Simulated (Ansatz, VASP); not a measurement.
## One calculation of Ti, two programs

```
CELL_PARAMETERS angstrom
0.00000 1.86760 1.94880
1.86760 0.00000 1.94880
1.86760 1.86760 0.00000
ATOMIC_POSITIONS crystal
Ti 0.00000 0.00000 0.00000
```

Change from the starting cell: strain -0.080 along x and y, -0.040 along z, atoms carried along.

Alike in both runs: task single point; functional r2SCAN; k mesh 20 × 20 × 20; occupations gaussian, width 0.15 eV; no spin polarisation.

|  | VASP | Ansatz |
| --- | --- | --- |
| version | VASP 6.6.1 | Ansatz 0.2.0 |
| potentials or method | VASP PAW PBE potentials, release 64 (Ti_sv), cutoff 520 eV | scalar-relativistic, plane waves, PAW |
| valence electrons in the cell | 12 | 12 |

```tsv
	VASP	Ansatz	Ansatz less VASP
gap on the k mesh at the Fermi level (eV)	none	none	-
pressure (GPa)	40.8	39.9	-0.81
traceless stress, the component that is largest in VASP (GPa)	-0.63	-0.59	+0.035
```

VASP's potentials were made for PBE, not for r2SCAN. A gap of «none» marks a metal or a gap that the smearing closes. Both programs put the cell under a high pressure, so it lies far from rest at this level.
